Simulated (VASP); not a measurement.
# SiW2 (I4/mcm) in VASP: density of states with PBE

Aim: the density of states of SiW2 with PBE.

All numbers are computed with VASP 6.6.1; they aren't measurements. Logs are shortened: lines on timing, memory, paths and dates and some standing lists are left out, and cuts for length are marked.

## 1. The cell of the first run

It takes space group I4/mcm (No. 140, tetragonal). The conventional cell has a = 5.978 Å, b = 5.978 Å, c = 4.925 Å, α = 90.00°, β = 90.00°, γ = 90.00°. Si (site symmetry 422) has 2 Si at 2.46 Å and 8 W at 2.56 Å within 3.3 Å. Within 3.4 Å of W (site symmetry m2m) lie 4 Si at 2.56 Å and 11 W at 2.69 to 3.18 Å.

## 2. Density of states, PBE

File POSCAR:

```
SiW2
1.0
   -2.9889343271      2.9889343271      2.4625707935
    2.9889343271     -2.9889343271      2.4625707935
    2.9889343271      2.9889343271     -2.4625707935
Si W
2 4
Direct
    0.2500000000      0.2500000000      0.0000000000
    0.7500000000      0.7500000000      0.0000000000
    0.1592272701      0.6592272701      0.8184545401
    0.8407727299      0.3407727299      0.1815454599
    0.6592272701      0.8407727299      0.5000000000
    0.3407727299      0.1592272701      0.5000000000
```

File INCAR.step1:

```
SYSTEM = SiW2
  PREC = Accurate
  ENCUT = 520
  EDIFF = 1E-7
  ISMEAR = 0
  SIGMA = 0.1
  LREAL = .FALSE.
  LASPH = .TRUE.
  NELM = 80
  ALGO = Fast
  ISIF = 2
  LWAVE = .FALSE.
  LCHARG = .TRUE.
  LMAXMIX = 4
  GGA = PE
  NBANDS = 41
```

File KPOINTS.step1:

```
Automatic mesh
0
G
  8 8 8
  0 0 0
```

File INCAR.step2:

```
SYSTEM = SiW2
  PREC = Accurate
  ENCUT = 520
  EDIFF = 1E-7
  ISMEAR = -5
  SIGMA = 0.1
  LREAL = .FALSE.
  LASPH = .TRUE.
  NELM = 80
  ALGO = Fast
  ISIF = 2
  LWAVE = .FALSE.
  LCHARG = .FALSE.
  LMAXMIX = 4
  GGA = PE
  LORBIT = 11
  NBANDS = 41
  NEDOS = 1001
  ICHARG = 11
```

File KPOINTS.step2:

```
Automatic mesh
0
G
  12 12 12
  0 0 0
```

Potentials or basis: VASP PAW PBE potentials, release 64 (Si, W_sv).

Launch:

```console
$ cat potpaw_PBE.64/Si/POTCAR potpaw_PBE.64/W_sv/POTCAR > POTCAR
$ cp INCAR.step1 INCAR
$ cp KPOINTS.step1 KPOINTS
$ mpirun -np 1 vasp_std > vasp.out
$ cp INCAR.step2 INCAR
$ cp KPOINTS.step2 KPOINTS
$ mpirun -np 1 vasp_std > vasp.out
```

OUTCAR:

```text
SYSTEM = SiW2
   PREC = Accurate
   ENCUT = 520
   EDIFF = 1E-7
   ISMEAR = -5
   LREAL = .FALSE.
   LASPH = .TRUE.
   NELM = 80
   ISIF = 2
   GGA = PE
   LORBIT = 11
   ICHARG = 11

 ion  position               nearest neighbor table
   1  0.250  0.250  0.000-   2 2.46   2 2.46   6 2.56   6 2.56   5 2.56   5 2.56   4 2.56   3 2.56
                             4 2.56   3 2.56
   2  0.750  0.750  0.000-   1 2.46   1 2.46   5 2.56   5 2.56   6 2.56   6 2.56   3 2.56   4 2.56
                             4 2.56   3 2.56
   3  0.159  0.659  0.818-   2 2.56   1 2.56   1 2.56   2 2.56   4 2.69   4 2.90   4 2.90   6 3.11
                             5 3.11   5 3.11   6 3.11   6 3.18   5 3.18   5 3.18   6 3.18
   4  0.841  0.341  0.182-   2 2.56   1 2.56   1 2.56   2 2.56   3 2.69   3 2.90   3 2.90   6 3.11
                             5 3.11   6 3.11   5 3.11   6 3.18   5 3.18   6 3.18   5 3.18
   5  0.659  0.841  0.500-   1 2.56   2 2.56   2 2.56   1 2.56   6 2.69   6 2.90   6 2.90   4 3.11
                             3 3.11   3 3.11   4 3.11   3 3.18   4 3.18   3 3.18   4 3.18
   6  0.341  0.159  0.500-   2 2.56   1 2.56   1 2.56   2 2.56   5 2.69   5 2.90   5 2.90   4 3.11
                             3 3.11   3 3.11   4 3.11   4 3.18   3 3.18   4 3.18   3 3.18

  LATTYP: Found a body centered tetragonal cell.
 ALAT       =     5.9778686542
 C/A-ratio  =     0.8238959187

  Lattice vectors:

 A1 = (  -2.9889343271,   2.9889343271,   2.4625707935)
 A2 = (   2.9889343271,  -2.9889343271,   2.4625707935)
 A3 = (   2.9889343271,   2.9889343271,  -2.4625707935)

Analysis of symmetry for initial positions (statically):
=====================================================================
 Subroutine PRICEL returns:
 Original cell was already a primitive cell.

 Routine SETGRP: Setting up the symmetry group for a
 body centered tetragonal supercell.

 Subroutine GETGRP returns: Found 16 space group operations
 (whereof  8 operations were pure point group operations)
 out of a pool of 16 trial point group operations.

The static configuration has the point symmetry C_4h.
 The point group associated with its full space group is D_4h.

Analysis of symmetry for dynamics (positions and initial velocities):
=====================================================================
 Subroutine PRICEL returns:
 Original cell was already a primitive cell.

 Routine SETGRP: Setting up the symmetry group for a
 body centered tetragonal supercell.

 Subroutine GETGRP returns: Found 16 space group operations
 (whereof  8 operations were pure point group operations)
 out of a pool of 16 trial point group operations.

The dynamic configuration has the point symmetry C_4h.
 The point group associated with its full space group is D_4h.

 Subroutine INISYM returns: Found 16 space group operations
 (whereof  8 operations are pure point group operations),
 and found     1 'primitive' translations

----------------------------------------------------------------------------------------

                                     Primitive cell

  volume of cell :      87.9998

  direct lattice vectors                    reciprocal lattice vectors
    -2.988934327  2.988934327  2.462570793     0.000000000  0.167283702  0.203039848
     2.988934327 -2.988934327  2.462570793     0.167283702  0.000000000  0.203039848
     2.988934327  2.988934327 -2.462570793     0.167283702  0.167283702  0.000000000

  length of vectors
     4.892004879  4.892004879  4.892004879     0.263076067  0.263076067  0.236574880

  position of ions in fractional coordinates (direct lattice)
     0.250000000  0.250000000  0.000000000
     0.750000000  0.750000000  0.000000000
     0.159227270  0.659227270  0.818454540
     0.840772730  0.340772730  0.181545460
     0.659227270  0.840772730  0.500000000
     0.340772730  0.159227270  0.500000000

  ion indices of the primitive-cell ions
   primitive index   ion index
                 1           1
                 2           2
                 3           3
                 4           4
                 5           5
                 6           6

----------------------------------------------------------------------------------------

 KPOINTS: Automatic mesh

Automatic generation of k-mesh.
 Grid dimensions read from file:
 generate k-points for:   12   12   12

 Generating k-lattice:

  Cartesian coordinates                     Fractional coordinates (reciprocal lattice)
     0.000000000  0.013940309  0.016919987     0.083333333  0.000000000  0.000000000
     0.013940309  0.000000000  0.016919987     0.000000000  0.083333333  0.000000000
     0.013940309  0.013940309  0.000000000     0.000000000  0.000000000  0.083333333

  Length of vectors
     0.021923006  0.021923006  0.019714573

  Shift w.r.t. Gamma in fractional coordinates (k-lattice)
     0.000000000  0.000000000  0.000000000

 TETIRR: Found   4117 inequivalent tetrahedra from    10368

 Subroutine IBZKPT returns following result:
 ===========================================

 Found    163 irreducible k-points:

 Following reciprocal coordinates:
            Coordinates               Weight
  0.000000  0.000000  0.000000      1.000000
  0.083333  0.000000 -0.000000      8.000000
  0.166667  0.000000  0.000000      8.000000
  0.250000 -0.000000  0.000000      8.000000
  0.333333  0.000000 -0.000000      8.000000
  0.416667  0.000000 -0.000000      8.000000
[... 16 lines left out ...]
  0.500000  0.166667  0.000000     16.000000
 -0.416667  0.166667  0.000000     16.000000
 [... further k-points ...]
   k-points           NKPTS =    163   k-points in BZ     NKDIM =    163   number of bands    NBANDS=     41
   number of dos      NEDOS =   1001   number of ions     NIONS =      6
   total plane-waves  NPLWV =  46656
   dimension x,y,z NGX =    36 NGY =   36 NGZ =   36
   dimension x,y,z NGXF=    72 NGYF=   72 NGZF=   72
   ions per type =               2   4
   NGX,Y,Z   is equivalent  to a cutoff of  12.23, 12.23, 12.23 a.u.
   NGXF,Y,Z  is equivalent  to a cutoff of  24.47, 24.47, 24.47 a.u.
 SYSTEM =  SiW2
   PREC   = accura    normal or accurate (medium, high low for compatibility)
   ISTART =      0    job   : 0-new  1-cont  2-samecut
   ICHARG =     11    charge: 1-file 2-atom 10-const
   ISPIN  =      1    spin polarized calculation?
   LNONCOLLINEAR =      F non collinear calculations
   LSORBIT =      F    spin-orbit coupling
   LASPH  =      T    aspherical Exc in radial PAW
   ENCUT  =  520.0 eV  38.22 Ry    6.18 a.u.   9.10  9.10  9.10*2*pi/ulx,y,z
   NELM   =     80;   NELMIN=  2; NELMDL=  0     # of ELM steps
   EDIFF  = 0.1E-06   stopping-criterion for ELM
   LREAL  =      F    real-space projection
   EDIFFG = 0.1E-05   stopping-criterion for IOM
   NSW    =      0    number of steps for IOM
   IBRION =     -1    ionic relax: 0-MD 1-quasi-New 2-CG
   NFREE  =      0    steps in history (QN), initial steepest desc. (CG)
   ISIF   =      2    stress and relaxation
   ISYM   =      2    0-nonsym 1-usesym 2-fastsym
   POTIM  = 0.5000    time-step for ionic-motion
   TEBEG  =    0.0;   TEEND  =   0.0 temperature during run
   PSTRESS=    0.0 pullay stress
   NELECT =      64.0000    total number of electrons
   NUPDOWN=      -1.0000    fix difference up-down
   EMIN   =  10.00;   EMAX   =-10.00  energy-range for DOS
   EFERMI =   0.00;   METHOD = LEGACY
   ISMEAR =    -5;   SIGMA  =   0.10  broadening in eV -4-tet -1-fermi 0-gaus
   EFERMI_NEDOS =   21; number of points for ismear=-14 and -15
   IALGO  =     68    algorithm
   IMIX   =      4    mixing-type and parameters
     AMIX     =   0.40;   BMIX     =  1.00
     AMIX_MAG =   1.60;   BMIX_MAG =  1.00
  volume/ion in A,a.u.               =      14.67        98.98
  Fermi-wavevector in a.u.,A,eV,Ry     =   1.472225  2.782103 29.489919  2.167448
  Thomas-Fermi vector in A             =   2.587266
   LORBIT       =     11    0 simple, 1 ext, 2 COOP (PROOUT), +10 PAW based schemes
   GGA     = PE    functional components
   LHFCALC =     F    Hartree Fock is set to
   AEXX    =    0.0000 exact exchange contribution
   IVDW    =     0    specifies the selected vdW correction
   LEPSILON=     F    determine dielectric tensor
   LRPA    =     F    only Hartree local field effects (RPA)
 non-spin polarized calculation
 RMM-DIIS sequential band-by-band and
 Fermi weights with tetrahedron method with Bloechl corrections
  energy-cutoff  :      520.00
  volume of cell :       88.00
 maximum number of plane-waves:      2402

 number of electron      64.0000001 magnetization

 Free energy of the ion-electron system (eV)
  ---------------------------------------------------
  ext. energy  EPLUGINS =         0.00000000
  ---------------------------------------------------
  free energy    TOTEN  =       -63.49639173 eV

  energy without entropy =      -63.49639173  energy(sigma->0) =      -63.49639173

 E-fermi :  11.5759     XC(G=0): -13.1180

 val. band max:       11.5816590702   @ k =  -0.0833   0.3333   0.0833
 cond. band min:      11.5207572528   @ k =   0.5000   0.5000   0.4167
 fundamental gap:     -0.0609018175
 Fermi energy:        11.5758513328

 k-point     1 :       0.0000    0.0000    0.0000
  band No.  band energies     occupation
      1     -62.5501      2.00000
      2     -62.5118      2.00000
      3     -62.4670      2.00000
      4     -62.4670      2.00000
      5     -26.9546      2.00000
      6     -26.9546      2.00000
[... 33 lines left out ...]
     40      16.6181      0.00000
     41      16.7069      0.00000

 k-point     2 :       0.0833    0.0000   -0.0000
  band No.  band energies     occupation
      1     -62.5488      2.00000
      2     -62.5117      2.00000
      3     -62.4678      2.00000
      4     -62.4677      2.00000
      5     -26.9727      2.00000
      6     -26.9701      2.00000
[... 957 lines left out ...]
     40      15.0383      0.00000
     41      15.7744      0.00000

 k-point    24 :      -0.4167    0.1667    0.0000
  band No.  band energies     occupation
      1     -62.5322      2.00000
      2     -62.5096      2.00000
      3     -62.4812      2.00000
      4     -62.4731      2.00000
      5     -27.0422      2.00000
      6     -27.0017      2.00000
[... 33 lines left out ...]
     40      15.1522      0.00000
     41      15.9370      0.00000

 [... further k-points ...]
[... 5 lines left out ...]
  --------------------------------------------------------------------------------------
  -------------------------------------------------------------------------------------
  Total        0.1594892      0.1594892     -0.0453320      0.0000000      0.0000000      0.0000000
  in kB        2.9037575      2.9037575     -0.8253428      0.0000000      0.0000000      0.0000000
  external PRESSURE =       1.6607241 kB  Pullay stress =       0.0000000 kB

 VOLUME and BASIS-vectors are now :
 -----------------------------------------------------------------------------
  energy-cutoff  :      520.00
  volume of cell :       88.00
      direct lattice vectors                 reciprocal lattice vectors
    -2.988934327  2.988934327  2.462570793     0.000000000  0.167283702  0.203039848
     2.988934327 -2.988934327  2.462570793     0.167283702  0.000000000  0.203039848
     2.988934327  2.988934327 -2.462570793     0.167283702  0.167283702  0.000000000

 POSITION                                       TOTAL-FORCE (eV/Angst)
 -----------------------------------------------------------------------------------
      0.00000      0.00000      1.23129        -0.000000     -0.000000     -0.000000
      0.00000      0.00000      3.69386        -0.000000     -0.000000     -0.000000
      3.94077      0.95184      0.00000         0.009926      0.009926      0.000000
     -0.95184      2.03709      2.46257        -0.009926     -0.009926      0.000000
      2.03709      0.95184      2.46257        -0.009926      0.009926     -0.000000
      0.95184      2.03709      0.00000         0.009926     -0.009926     -0.000000
 -----------------------------------------------------------------------------------
    total drift:                                0.000000      0.000000      0.000000

  FREE ENERGIE OF THE ION-ELECTRON SYSTEM (eV)
  ---------------------------------------------------
  free  energy   TOTEN  =       -63.4963917283 eV

  energy  without entropy=      -63.4963917283  energy(sigma->0) =      -63.49639173

 total charge

# of ion       s       p       d       tot
------------------------------------------
    1        0.723   1.008   0.000   1.731
    2        0.723   1.008   0.000   1.731
    3        2.338   6.302   3.387  12.026
    4        2.338   6.302   3.387  12.026
    5        2.338   6.302   3.387  12.026
    6        2.338   6.302   3.387  12.026
--------------------------------------------------
tot         10.796  27.223  13.546  51.565
```

It took 8.9 min on 1 thread of Oxide Virtual Turin-like, shared host; peak memory 0.48 GiB.

Results:

```yaml
Valence_electrons_inside_the_program's_atomic_spheres: Si 1.73; W 12.03
```

Caveat: spin-orbit coupling is left out, which moves the levels of the heavy elements; tetrahedron occupations give inexact forces and stress in metals.
